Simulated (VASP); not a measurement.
# Al (P6_3/mmc) in VASP: further runs

Runs on Al. Level: LDA. Tasks: single point.

All numbers are computed with VASP 6.6.1; they aren't measurements. Logs are shortened: lines on timing, memory, paths and dates and some standing lists are left out, and cuts for length are marked.

## Step 1: The cell of the first run

Symmetry: P6_3/mmc, No. 194, hexagonal system. Conventional cell: a = 2.277 Å, b = 2.277 Å, c = 3.696 Å, α = 90.00°, β = 90.00°, γ = 120.00°. Within 3.0 Å of Al (site symmetry -6m2) lie 12 Al at 2.27 to 2.28 Å.

## Step 2: Single point, LDA

File INCAR:

```
SYSTEM = Al
ALGO = Normal
EDIFF = 1E-6
ENCUT = 520
GGA = CA
ISIF = 2
ISMEAR = -1
LASPH = .TRUE.
LCHARG = .FALSE.
LREAL = .FALSE.
LWAVE = .FALSE.
NBANDS = 10
NELM = 60
PREC = Accurate
SIGMA = 0.08
```

File KPOINTS:

```
k-points
0
G
  15 15 8
  0 0 0
```

File POSCAR:

```
Al
1.0
    2.2765898919      0.0000000000      0.0000000000
   -1.1382949460      1.9715846804      0.0000000000
    0.0000000000      0.0000000000      3.6956405576
Al
2
Direct
    0.3333333333      0.6666666667      0.2500000000
    0.6666666667      0.3333333333      0.7500000000
```

Potentials or basis: VASP PAW LDA potentials, release 64 (Al).

The run is started by

```sh
> cat potpaw_LDA.64/Al/POTCAR > POTCAR
> mpirun -np 1 vasp_std > vasp.out
```

OUTCAR:

```text
SYSTEM = Al
   EDIFF = 1E-6
   ENCUT = 520
   GGA = CA
   ISIF = 2
   ISMEAR = -1
   LASPH = .TRUE.
   LREAL = .FALSE.
   NELM = 60
   PREC = Accurate

 ion  position               nearest neighbor table
   1  0.333  0.667  0.250-   2 2.27   2 2.27   2 2.27   2 2.27   2 2.27   2 2.27   2 3.21   2 3.21
                             2 3.21   2 3.21   2 3.21   2 3.21
   2  0.667  0.333  0.750-   1 2.27   1 2.27   1 2.27   1 2.27   1 2.27   1 2.27   1 3.21   1 3.21
                             1 3.21   1 3.21   1 3.21   1 3.21

  LATTYP: Found a hexagonal cell.
 ALAT       =     2.2765898919
 C/A-ratio  =     1.6233229229

  Lattice vectors:

 A1 = (   2.2765898919,   0.0000000000,   0.0000000000)
 A2 = (  -1.1382949460,   1.9715846804,   0.0000000000)
 A3 = (   0.0000000000,   0.0000000000,   3.6956405576)

Analysis of symmetry for initial positions (statically):
=====================================================================
 Subroutine PRICEL returns:
 Original cell was already a primitive cell.

 Routine SETGRP: Setting up the symmetry group for a
 hexagonal supercell.

 Subroutine GETGRP returns: Found 24 space group operations
 (whereof 12 operations were pure point group operations)
 out of a pool of 24 trial point group operations.

The static configuration has the point symmetry D_3d.
 The point group associated with its full space group is D_6h.

Analysis of symmetry for dynamics (positions and initial velocities):
=====================================================================
 Subroutine PRICEL returns:
 Original cell was already a primitive cell.

 Routine SETGRP: Setting up the symmetry group for a
 hexagonal supercell.

 Subroutine GETGRP returns: Found 24 space group operations
 (whereof 12 operations were pure point group operations)
 out of a pool of 24 trial point group operations.

The dynamic configuration has the point symmetry D_3d.
 The point group associated with its full space group is D_6h.

 Subroutine INISYM returns: Found 24 space group operations
 (whereof 12 operations are pure point group operations),
 and found     1 'primitive' translations

----------------------------------------------------------------------------------------

                                     Primitive cell

  volume of cell :      16.5878

  direct lattice vectors                    reciprocal lattice vectors
     2.276589892  0.000000000  0.000000000     0.439253466  0.253603107  0.000000000
    -1.138294946  1.971584680  0.000000000     0.000000000  0.507206213  0.000000000
     0.000000000  0.000000000  3.695640558     0.000000000  0.000000000  0.270589086

  length of vectors
     2.276589892  2.276589892  3.695640558     0.507206213  0.507206213  0.270589086

  position of ions in fractional coordinates (direct lattice)
     0.333333333  0.666666667  0.250000000
     0.666666667  0.333333333  0.750000000

  ion indices of the primitive-cell ions
   primitive index   ion index
                 1           1
                 2           2

----------------------------------------------------------------------------------------

 KPOINTS: k-points

Automatic generation of k-mesh.
 Grid dimensions read from file:
 generate k-points for:   15   15    8

 Generating k-lattice:

  Cartesian coordinates                     Fractional coordinates (reciprocal lattice)
     0.029283564  0.016906874  0.000000000     0.066666667  0.000000000  0.000000000
     0.000000000  0.033813748  0.000000000     0.000000000  0.066666667  0.000000000
     0.000000000  0.000000000  0.033823636     0.000000000  0.000000000  0.125000000

  Length of vectors
     0.033813748  0.033813748  0.033823636

  Shift w.r.t. Gamma in fractional coordinates (k-lattice)
     0.000000000  0.000000000  0.000000000

 Subroutine IBZKPT returns following result:
 ===========================================

 Found    135 irreducible k-points:

 Following reciprocal coordinates:
            Coordinates               Weight
  0.000000  0.000000  0.000000      1.000000
  0.066667  0.000000  0.000000      6.000000
  0.133333  0.000000  0.000000      6.000000
  0.200000  0.000000  0.000000      6.000000
  0.266667  0.000000  0.000000      6.000000
  0.333333  0.000000  0.000000      6.000000
[... 16 lines left out ...]
  0.333333  0.200000  0.000000     12.000000
  0.400000  0.200000  0.000000      6.000000
 [... further k-points ...]
   k-points           NKPTS =    135   k-points in BZ     NKDIM =    135   number of bands    NBANDS=     10
   number of dos      NEDOS =    301   number of ions     NIONS =      2
   total plane-waves  NPLWV =   9072
   dimension x,y,z NGX =    18 NGY =   18 NGZ =   28
   dimension x,y,z NGXF=    36 NGYF=   36 NGZF=   56
   ions per type =               2
   NGX,Y,Z   is equivalent  to a cutoff of  13.14, 13.14, 12.60 a.u.
   NGXF,Y,Z  is equivalent  to a cutoff of  26.29, 26.29, 25.19 a.u.
 SYSTEM =  Al
   PREC   = accura    normal or accurate (medium, high low for compatibility)
   ISTART =      0    job   : 0-new  1-cont  2-samecut
   ICHARG =      2    charge: 1-file 2-atom 10-const
   ISPIN  =      1    spin polarized calculation?
   LNONCOLLINEAR =      F non collinear calculations
   LSORBIT =      F    spin-orbit coupling
   LASPH  =      T    aspherical Exc in radial PAW
   ENCUT  =  520.0 eV  38.22 Ry    6.18 a.u.   4.23  4.23  6.87*2*pi/ulx,y,z
   NELM   =     60;   NELMIN=  2; NELMDL= -5     # of ELM steps
   EDIFF  = 0.1E-05   stopping-criterion for ELM
   LREAL  =      F    real-space projection
   EDIFFG = 0.1E-04   stopping-criterion for IOM
   NSW    =      0    number of steps for IOM
   IBRION =     -1    ionic relax: 0-MD 1-quasi-New 2-CG
   NFREE  =      0    steps in history (QN), initial steepest desc. (CG)
   ISIF   =      2    stress and relaxation
   ISYM   =      2    0-nonsym 1-usesym 2-fastsym
   POTIM  = 0.5000    time-step for ionic-motion
   TEBEG  =    0.0;   TEEND  =   0.0 temperature during run
   PSTRESS=    0.0 pullay stress
   NELECT =       6.0000    total number of electrons
   NUPDOWN=      -1.0000    fix difference up-down
   EMIN   =  10.00;   EMAX   =-10.00  energy-range for DOS
   EFERMI =   0.00;   METHOD = LEGACY
   ISMEAR =    -1;   SIGMA  =   0.08  broadening in eV -4-tet -1-fermi 0-gaus
   EFERMI_NEDOS =   21; number of points for ismear=-14 and -15
   IALGO  =     38    algorithm
   IMIX   =      4    mixing-type and parameters
     AMIX     =   0.40;   BMIX     =  1.00
     AMIX_MAG =   1.60;   BMIX_MAG =  1.00
  volume/ion in A,a.u.               =       8.29        55.97
  Fermi-wavevector in a.u.,A,eV,Ry     =   1.166439  2.204250 18.511805  1.360579
  Thomas-Fermi vector in A             =   2.302952
   LORBIT       =      0    0 simple, 1 ext, 2 COOP (PROOUT), +10 PAW based schemes
   GGA     = CA    functional components
   LHFCALC =     F    Hartree Fock is set to
   AEXX    =    0.0000 exact exchange contribution
   IVDW    =     0    specifies the selected vdW correction
   LEPSILON=     F    determine dielectric tensor
   LRPA    =     F    only Hartree local field effects (RPA)
 non-spin polarized calculation
  energy-cutoff  :      520.00
  volume of cell :       16.59
 maximum number of plane-waves:       466
 NGX is ok and might be reduce to    18

 number of electron       6.0000000 magnetization

 Free energy of the ion-electron system (eV)
  ---------------------------------------------------
  ext. energy  EPLUGINS =         0.00000000
  ---------------------------------------------------
  free energy    TOTEN  =        -2.61370122 eV

  energy without entropy =       -2.60210256  energy(sigma->0) =       -2.60790189

 E-fermi :  17.0077     XC(G=0): -13.1736

 val. band max:       16.9695838591   @ k =   0.3333   0.0667   0.5000
 cond. band min:      17.0324152182   @ k =   0.4000   0.1333   0.0000
 fundamental gap:      0.0628313591
 Fermi energy:        17.0076805819

 k-point     1 :       0.0000    0.0000    0.0000
  band No.  band energies     occupation
      1       0.5657      2.00000
      2       9.7410      2.00000
      3      11.6965      2.00000
      4      32.1249      0.00000
      5      32.1249      0.00000
      6      33.3779      0.00000
      7      33.9505      0.00000
      8      33.9505      0.00000
      9      39.3947      0.00000
     10      39.4730      0.00000

 k-point     2 :       0.0667    0.0000    0.0000
  band No.  band energies     occupation
      1       0.7333      2.00000
      2       9.8780      2.00000
      3      11.8461      2.00000
      4      29.5742      0.00000
      5      31.3493      0.00000
      6      32.7101      0.00000
      7      34.7589      0.00000
      8      34.8348      0.00000
      9      37.4048      0.00000
     10      38.5109      0.00000

 k-point     3 :       0.1333    0.0000    0.0000
  band No.  band energies     occupation
      1       1.2335      2.00000
      2      10.2901      2.00000
      3      12.2839      2.00000
      4      26.1473      0.00000
      5      30.2122      0.00000
      6      30.6083      0.00000
      7      33.9884      0.00000
      8      35.4459      0.00000
      9      36.2063      0.00000
     10      36.8994      0.00000

 k-point     4 :       0.2000    0.0000    0.0000
  band No.  band energies     occupation
      1       2.0588      2.00000
      2      10.9800      2.00000
      3      12.9694      2.00000
      4      22.8143      0.00000
      5      28.4157      0.00000
      6      29.2017      0.00000
      7      30.4778      0.00000
      8      35.3834      0.00000
      9      35.6077      0.00000
     10      37.3233      0.00000
[... 222 lines left out ...]
 k-point    22 :       0.2667    0.2000    0.0000
  band No.  band energies     occupation
      1       6.4920      2.00000
      2      14.5052      2.00000
      3      14.9133      2.00000
      4      16.2963      1.99973
      5      20.5264      0.00000
      6      23.6201      0.00000
      7      25.8481      0.00000
      8      28.4488      0.00000
      9      31.8601      0.00000
     10      38.9048      0.00000

 k-point    23 :       0.3333    0.2000    0.0000
  band No.  band energies     occupation
      1       8.2870      2.00000
      2      12.5786      2.00000
      3      16.1283      1.99997
      4      16.6254      1.98333
      5      20.6536      0.00000
      6      21.0062      0.00000
      7      25.3839      0.00000
      8      27.1288      0.00000
      9      31.3891      0.00000
     10      39.0056      0.00000

 k-point    24 :       0.4000    0.2000    0.0000
  band No.  band energies     occupation
      1       9.9757      2.00000
      2      10.7400      2.00000
      3      16.1397      1.99996
      4      18.4143      0.00000
      5      18.9120      0.00000
      6      20.8440      0.00000
      7      25.2323      0.00000
      8      26.5647      0.00000
      9      31.2375      0.00000
     10      38.9887      0.00000

 [... further k-points ...]
[... 5 lines left out ...]
  --------------------------------------------------------------------------------------
  -------------------------------------------------------------------------------------
  Total       21.6239998     21.6239998     21.6020532     -0.0000000     -0.0000000      0.0000000
  in kB     2088.6066071   2088.6066072   2086.4868413     -0.0000001     -0.0000000      0.0000000
  external PRESSURE =    2087.9000185 kB  Pullay stress =       0.0000000 kB

 VOLUME and BASIS-vectors are now :
 -----------------------------------------------------------------------------
  energy-cutoff  :      520.00
  volume of cell :       16.59
      direct lattice vectors                 reciprocal lattice vectors
     2.276589892  0.000000000  0.000000000     0.439253466  0.253603107  0.000000000
    -1.138294946  1.971584680  0.000000000     0.000000000  0.507206213  0.000000000
     0.000000000  0.000000000  3.695640558     0.000000000  0.000000000  0.270589086

 POSITION                                       TOTAL-FORCE (eV/Angst)
 -----------------------------------------------------------------------------------
     -0.00000      1.31439      0.92391         0.000000     -0.000000      0.000000
      1.13829      0.65719      2.77173        -0.000000      0.000000      0.000000
 -----------------------------------------------------------------------------------
    total drift:                                0.000000     -0.000000     -0.000000

  FREE ENERGIE OF THE ION-ELECTRON SYSTEM (eV)
  ---------------------------------------------------
  free  energy   TOTEN  =        -2.6137012211 eV

  energy  without entropy=       -2.6021025564  energy(sigma->0) =       -2.60790189
```

Run time: 6.7 s. Hardware: 1 thread of Intel Xeon 6975P-C (Granite Rapids), shared host; peak memory 0.12 GiB.

What came out:

```yaml
Free_energy: -2.6137 eV
Pressure: 208.8 GPa
Band_gap_on_the_k_mesh: zero (band 3 reaches 22.85 eV, above the bottom of band 4 at 12.99 eV)
```

## Step 3: Single point, LDA

File INCAR:

```
PREC = Accurate
ENCUT = 520
EDIFF = 1E-6
ISMEAR = -1
SIGMA = 0.08
LREAL = F
LASPH = T
NELM = 100
ALGO = Normal
ISIF = 2
LWAVE = F
LCHARG = F
NBANDS = 10
```

File KPOINTS:

```
Automatic mesh
0
Gamma
  15 15 8
```

File POSCAR:

```
Al
1.0
    2.2765898903      0.0000000000      0.0000000000
   -1.1382949452      1.9715846790      0.0000000000
    0.0000000000      0.0000000000      3.6956405630
Al
2
Direct
    0.3333333333      0.6666666667      0.2500000000
    0.6666666667      0.3333333333      0.7500000000
```

Potentials or basis: VASP PAW LDA potentials, release 64 (Al).

The run is started by

```sh
> cat potpaw_LDA.64/Al/POTCAR > POTCAR
> mpirun -np 1 vasp_std > vasp.out
```

Run time: 8.7 s. Hardware: 1 thread of Intel Xeon 6975P-C (Granite Rapids), shared host; peak memory 0.13 GiB.

Results (log left out):

```yaml
Free_energy: -2.6137 eV
Pressure: 208.8 GPa
Band_gap_on_the_k_mesh: zero (band 3 reaches 22.85 eV, above the bottom of band 4 at 12.99 eV)
```

Stress tensor (GPa, compression positive):
```
208.86   0.00   0.00
  0.00 208.86   0.00
  0.00   0.00 208.65
```

Levels at points of the mesh, in eV from the Fermi level:
| k point | band 1 | band 2 | band 3 | band 4 | band 5 | band 6 |
| --- | --- | --- | --- | --- | --- | --- |
| (0.00, 0.00, 0.00) | -16.44 | -7.27 | -5.31 | 15.12 | 15.12 | 16.37 |
| (0.00, 0.00, 0.50) | -13.81 | -13.81 | 5.25 | 5.25 | 16.06 | 16.06 |

(Continued in part 2 of 2.)
